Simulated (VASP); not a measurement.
# InAgTe2 (I-42d) in VASP: single point with LDA

Aim: the single point of InAgTe2 with LDA.

Program: VASP 6.6.1. These are calculated values, not measurements. Logs are shortened: lines on timing, memory, paths and dates and some standing lists are left out, and cuts for length are marked.

## (1) The cell of the first run

Symmetry: I-42d, No. 122, tetragonal system. The conventional cell has a = 6.355 Å, b = 6.355 Å, c = 12.630 Å, α = 90.00°, β = 90.00°, γ = 90.00°. In (site symmetry -4) has 4 Te at 2.78 Å within 3.7 Å. Within 3.6 Å of Ag (site symmetry -4) lie 4 Te at 2.71 Å. Te (site symmetry 2) has 2 Ag at 2.71 Å and 2 In at 2.78 Å within 3.6 Å.

## (2) Single point, LDA

The input, INCAR:

```
SYSTEM = InAgTe2
PREC = Accurate ; ENCUT = 500
EDIFF = 1E-6 ; ISMEAR = 0
SIGMA = 0.1 ; LREAL = .False.
LASPH = .True. ; NELM = 120
ALGO = Normal ; ISIF = 2
LWAVE = .False. ; LCHARG = .False.
GGA = CA ; NBANDS = 46
GGA_COMPAT = .False.
```

The input, KPOINTS:

```
regular mesh
0
Gamma
  8 8 8
  0 0 0
```

The input, POSCAR:

```
InAgTe2
1.0
   -3.1774735108      3.1774735108      6.3152365216
    3.1774735108     -3.1774735108      6.3152365216
    3.1774735108      3.1774735108     -6.3152365216
In Ag Te
2 2 4
Direct
    0.5000000000      0.5000000000      0.0000000000
    0.2500000000      0.7500000000      0.5000000000
    0.0000000000      0.0000000000      0.0000000000
    0.7500000000      0.2500000000      0.5000000000
    0.3750000000      0.3648701068      0.4898701068
    0.6351298932      0.1250000000      1.0101298932
    0.8750000000      0.8851298932      0.5101298932
    0.1148701068      0.6250000000     -0.0101298932
```

Potentials or basis: VASP PAW LDA potentials, release 64 (In_d, Ag, Te).

On the command line:

```sh
$ cat potpaw_LDA.64/In_d/POTCAR potpaw_LDA.64/Ag/POTCAR potpaw_LDA.64/Te/POTCAR > POTCAR
$ mpirun -np 1 vasp_std > vasp.out
```

OUTCAR:

```text
SYSTEM = InAgTe2
   PREC = Accurate
   ENCUT = 500
   EDIFF = 1E-6
   ISMEAR = 0
   LREAL = .False.
   LASPH = .True.
   NELM = 120
   ISIF = 2
   GGA = CA

 ion  position               nearest neighbor table
   1  0.500  0.500  0.000-   7 2.78   6 2.78   5 2.78   8 2.78
   2  0.250  0.750  0.500-   6 2.78   7 2.78   8 2.78   5 2.78
   3  0.000  0.000  0.000-   5 2.71   6 2.71   7 2.71   8 2.71
   4  0.750  0.250  0.500-   5 2.71   6 2.71   7 2.71   8 2.71
   5  0.375  0.365  0.490-   3 2.71   4 2.71   1 2.78   2 2.78
   6  0.635  0.125  0.010-   3 2.71   4 2.71   1 2.78   2 2.78
   7  0.875  0.885  0.510-   3 2.71   4 2.71   2 2.78   1 2.78
   8  0.115  0.625  0.990-   3 2.71   4 2.71   2 2.78   1 2.78

  LATTYP: Found a body centered tetragonal cell.
 ALAT       =     6.3549470216
 C/A-ratio  =     1.9875024922

  Lattice vectors:

 A1 = (  -3.1774735108,   3.1774735108,   6.3152365216)
 A2 = (   3.1774735108,  -3.1774735108,   6.3152365216)
 A3 = (   3.1774735108,   3.1774735108,  -6.3152365216)

Analysis of symmetry for initial positions (statically):
=====================================================================
 Subroutine PRICEL returns:
 Original cell was already a primitive cell.

 Routine SETGRP: Setting up the symmetry group for a
 body centered tetragonal supercell.

 Subroutine GETGRP returns: Found  8 space group operations
 (whereof  4 operations were pure point group operations)
 out of a pool of 16 trial point group operations.

The static configuration has the point symmetry S_4 .
 The point group associated with its full space group is D_2d.

Analysis of symmetry for dynamics (positions and initial velocities):
=====================================================================
 Subroutine PRICEL returns:
 Original cell was already a primitive cell.

 Routine SETGRP: Setting up the symmetry group for a
 body centered tetragonal supercell.

 Subroutine GETGRP returns: Found  8 space group operations
 (whereof  4 operations were pure point group operations)
 out of a pool of 16 trial point group operations.

The dynamic configuration has the point symmetry S_4 .
 The point group associated with its full space group is D_2d.

 Subroutine INISYM returns: Found  8 space group operations
 (whereof  4 operations are pure point group operations),
 and found     1 'primitive' translations

----------------------------------------------------------------------------------------

                                     Primitive cell

  volume of cell :     255.0430

  direct lattice vectors                    reciprocal lattice vectors
    -3.177473511  3.177473511  6.315236522     0.000000000  0.157357724  0.079173598
     3.177473511 -3.177473511  6.315236522     0.157357724  0.000000000  0.079173598
     3.177473511  3.177473511 -6.315236522     0.157357724  0.157357724  0.000000000

  length of vectors
     7.750799194  7.750799194  7.750799194     0.176153093  0.176153093  0.222537428

  position of ions in fractional coordinates (direct lattice)
     0.500000000  0.500000000  0.000000000
     0.250000000  0.750000000  0.500000000
     0.000000000  0.000000000  0.000000000
     0.750000000  0.250000000  0.500000000
     0.375000000  0.364870107  0.489870107
     0.635129893  0.125000000  0.010129893
     0.875000000  0.885129893  0.510129893
     0.114870107  0.625000000  0.989870107

  ion indices of the primitive-cell ions
   primitive index   ion index
                 1           1
                 2           2
                 3           3
                 4           4
                 5           5
                 6           6
                 7           7
                 8           8

----------------------------------------------------------------------------------------

 KPOINTS: regular mesh

Automatic generation of k-mesh.
 Grid dimensions read from file:
 generate k-points for:    8    8    8

 Generating k-lattice:

  Cartesian coordinates                     Fractional coordinates (reciprocal lattice)
     0.000000000  0.019669716  0.009896700     0.125000000  0.000000000  0.000000000
     0.019669716  0.000000000  0.009896700     0.000000000  0.125000000  0.000000000
     0.019669716  0.019669716  0.000000000     0.000000000  0.000000000  0.125000000

  Length of vectors
     0.022019137  0.022019137  0.027817178

  Shift w.r.t. Gamma in fractional coordinates (k-lattice)
     0.000000000  0.000000000  0.000000000

 Subroutine IBZKPT returns following result:
 ===========================================

 Found     59 irreducible k-points:

 Following reciprocal coordinates:
            Coordinates               Weight
  0.000000  0.000000  0.000000      1.000000
  0.125000  0.000000  0.000000      8.000000
  0.250000  0.000000  0.000000      8.000000
  0.375000 -0.000000  0.000000      8.000000
  0.500000  0.000000  0.000000      4.000000
  0.125000  0.125000  0.000000      8.000000
[... 16 lines left out ...]
  0.250000  0.125000  0.125000     16.000000
  0.375000  0.125000  0.125000      8.000000
 [... further k-points ...]
   k-points           NKPTS =     59   k-points in BZ     NKDIM =     59   number of bands    NBANDS=     46
   number of dos      NEDOS =    301   number of ions     NIONS =      8
   total plane-waves  NPLWV = 216000
   dimension x,y,z NGX =    60 NGY =   60 NGZ =   60
   dimension x,y,z NGXF=   120 NGYF=  120 NGZF=  120
   ions per type =               2   2   4
   NGX,Y,Z   is equivalent  to a cutoff of  12.87, 12.87, 12.87 a.u.
   NGXF,Y,Z  is equivalent  to a cutoff of  25.74, 25.74, 25.74 a.u.
 SYSTEM =  InAgTe2
   PREC   = accura    normal or accurate (medium, high low for compatibility)
   ISTART =      0    job   : 0-new  1-cont  2-samecut
   ICHARG =      2    charge: 1-file 2-atom 10-const
   ISPIN  =      1    spin polarized calculation?
   LNONCOLLINEAR =      F non collinear calculations
   LSORBIT =      F    spin-orbit coupling
   LASPH  =      T    aspherical Exc in radial PAW
   ENCUT  =  500.0 eV  36.75 Ry    6.06 a.u.  14.13 14.13 14.13*2*pi/ulx,y,z
   NELM   =    120;   NELMIN=  2; NELMDL= -5     # of ELM steps
   EDIFF  = 0.1E-05   stopping-criterion for ELM
   LREAL  =      F    real-space projection
   EDIFFG = 0.1E-04   stopping-criterion for IOM
   NSW    =      0    number of steps for IOM
   IBRION =     -1    ionic relax: 0-MD 1-quasi-New 2-CG
   NFREE  =      0    steps in history (QN), initial steepest desc. (CG)
   ISIF   =      2    stress and relaxation
   ISYM   =      2    0-nonsym 1-usesym 2-fastsym
   POTIM  = 0.5000    time-step for ionic-motion
   TEBEG  =    0.0;   TEEND  =   0.0 temperature during run
   PSTRESS=    0.0 pullay stress
   NELECT =      72.0000    total number of electrons
   NUPDOWN=      -1.0000    fix difference up-down
   EMIN   =  10.00;   EMAX   =-10.00  energy-range for DOS
   EFERMI =   0.00;   METHOD = LEGACY
   ISMEAR =     0;   SIGMA  =   0.10  broadening in eV -4-tet -1-fermi 0-gaus
   EFERMI_NEDOS =   21; number of points for ismear=-14 and -15
   IALGO  =     38    algorithm
   IMIX   =      4    mixing-type and parameters
     AMIX     =   0.40;   BMIX     =  1.00
     AMIX_MAG =   1.60;   BMIX_MAG =  1.00
  volume/ion in A,a.u.               =      31.88       215.14
  Fermi-wavevector in a.u.,A,eV,Ry     =   1.073943  2.029458 15.692323  1.153353
  Thomas-Fermi vector in A             =   2.209757
   LORBIT       =      0    0 simple, 1 ext, 2 COOP (PROOUT), +10 PAW based schemes
   GGA     = CA    functional components
   LHFCALC =     F    Hartree Fock is set to
   AEXX    =    0.0000 exact exchange contribution
   IVDW    =     0    specifies the selected vdW correction
   LEPSILON=     F    determine dielectric tensor
   LRPA    =     F    only Hartree local field effects (RPA)
 non-spin polarized calculation
 Gauss-broadening in eV      SIGMA  =   0.10
  energy-cutoff  :      500.00
  volume of cell :      255.04
 maximum number of plane-waves:      6523
 NGX is ok and might be reduce to    60
   NGX = 29   NGY = 29   NGZ = 29

 number of electron      71.9999989 magnetization

 Free energy of the ion-electron system (eV)
  ---------------------------------------------------
  ext. energy  EPLUGINS =         0.00000000
  ---------------------------------------------------
  free energy    TOTEN  =       -30.90430366 eV

  energy without entropy =      -30.90395102  energy(sigma->0) =      -30.90412734

 E-fermi :   4.9238     XC(G=0):  -9.2439

 val. band max:        4.8628058484   @ k =   0.0000   0.0000   0.0000
 cond. band min:       4.9343803865   @ k =   0.0000   0.0000   0.0000
 fundamental gap:      0.0715745381
 Fermi energy:         4.9238148826

 k-point     1 :       0.0000    0.0000    0.0000
  band No.  band energies     occupation
      1     -10.0213      2.00000
      2     -10.0159      2.00000
      3     -10.0159      2.00000
      4      -9.9376      2.00000
      5      -9.9207      2.00000
      6      -9.9207      2.00000
[... 38 lines left out ...]
     45       9.1059      0.00000
     46       9.1502      0.00000

 k-point     2 :       0.1250    0.0000    0.0000
  band No.  band energies     occupation
      1     -10.0213      2.00000
      2     -10.0163      2.00000
      3     -10.0144      2.00000
      4      -9.9384      2.00000
      5      -9.9231      2.00000
      6      -9.9200      2.00000
[... 38 lines left out ...]
     45       9.0952      0.00000
     46       9.3941      0.00000

 k-point     3 :       0.2500    0.0000    0.0000
  band No.  band energies     occupation
      1     -10.0216      2.00000
      2     -10.0176      2.00000
      3     -10.0094      2.00000
      4      -9.9410      2.00000
      5      -9.9286      2.00000
      6      -9.9185      2.00000
[... 1018 lines left out ...]
     45       9.7841      0.00000
     46       9.8388      0.00000

 k-point    24 :       0.3750    0.1250    0.1250
  band No.  band energies     occupation
      1     -10.0226      2.00000
      2     -10.0216      2.00000
      3      -9.9914      2.00000
      4      -9.9545      2.00000
      5      -9.9330      2.00000
      6      -9.9229      2.00000
[... 38 lines left out ...]
     45       9.8632      0.00000
     46       9.9900      0.00000

 [... further k-points ...]

------------------------ aborting loop because EDIFF is reached ----------------------------------------

  FORCE on cell =-STRESS in cart. coord.  units (eV):
  Direction    XX          YY          ZZ          XY          YZ          ZX
  --------------------------------------------------------------------------------------
  -------------------------------------------------------------------------------------
  Total        0.0965051      0.0965051      0.1154482      0.0000000      0.0000000      0.0000000
  in kB        0.6062437      0.6062437      0.7252442      0.0000000      0.0000000      0.0000000
  external PRESSURE =       0.6459105 kB  Pullay stress =       0.0000000 kB

 VOLUME and BASIS-vectors are now :
 -----------------------------------------------------------------------------
  energy-cutoff  :      500.00
  volume of cell :      255.04
      direct lattice vectors                 reciprocal lattice vectors
    -3.177473511  3.177473511  6.315236522     0.000000000  0.157357724  0.079173598
     3.177473511 -3.177473511  6.315236522     0.157357724  0.000000000  0.079173598
     3.177473511  3.177473511 -6.315236522     0.157357724  0.157357724  0.000000000

 POSITION                                       TOTAL-FORCE (eV/Angst)
 -----------------------------------------------------------------------------------
      0.00000      0.00000      6.31524        -0.000000      0.000000      0.000000
      3.17747      0.00000      3.15762        -0.000000      0.000000     -0.000000
      0.00000      0.00000      0.00000        -0.000000      0.000000      0.000000
      0.00000      3.17747      3.15762        -0.000000      0.000000      0.000000
      1.52436      1.58874      1.57881        -0.007329      0.000000     -0.000000
     -1.58874      1.65311      4.73643        -0.000000      0.007329      0.000000
      1.65311      1.58874      7.89405         0.007329      0.000000      0.000000
      4.76621      1.52436     -1.57881        -0.000000     -0.007329     -0.000000
 -----------------------------------------------------------------------------------
    total drift:                               -0.000003     -0.000003     -0.000004

  FREE ENERGIE OF THE ION-ELECTRON SYSTEM (eV)
  ---------------------------------------------------
  free  energy   TOTEN  =       -30.9043036632 eV

  energy  without entropy=      -30.9039510182  energy(sigma->0) =      -30.90412734
```

Run time: 16 min. Hardware: 1 thread of Intel Xeon Platinum 8259CL at 2.50GHz (Skylake/Cascade Lake), shared host; peak memory 0.76 GiB.

What came out:

```yaml
Free_energy: -30.9043 eV
Pressure: 0.1 GPa
Largest_force: 0.007 eV/Å
Band_gap_on_the_k_mesh: 0.07 eV, direct
```

Forces in eV/Å, atoms in the order of the input:
```
In   0.000  0.000  0.000
In   0.000  0.000  0.000
Ag   0.000  0.000  0.000
Ag   0.000  0.000  0.000
Te  -0.007  0.000  0.000
Te   0.000  0.007  0.000
Te   0.007  0.000  0.000
Te   0.000 -0.007  0.000
```

Levels at points of the mesh, in eV from the valence-band top:
| k point | band 32 | band 33 | band 34 | band 35 | band 36 | band 37 | band 38 | band 39 | band 40 | band 41 |
| --- | --- | --- | --- | --- | --- | --- | --- | --- | --- | --- |
| (0.00, 0.00, 0.00) | -2.19 | -2.19 | -0.06 | -0.06 | 0.00 | 0.07 | 1.76 | 1.81 | 3.35 | 3.35 |
| (0.50, 0.00, 0.00) | -2.05 | -1.75 | -1.47 | -1.36 | -0.72 | 1.79 | 2.09 | 2.76 | 3.46 | 3.59 |
| (0.50, 0.50, 0.00) | -1.49 | -1.01 | -1.01 | -0.61 | -0.61 | 0.82 | 0.82 | 2.80 | 2.80 | 4.07 |
| (0.50, 0.50, 0.50) | -2.05 | -1.42 | -1.42 | -1.12 | -1.12 | 1.43 | 1.43 | 1.80 | 1.80 | 2.50 |

Caveat: spin-orbit coupling is left out, which moves the levels of the heavy elements.
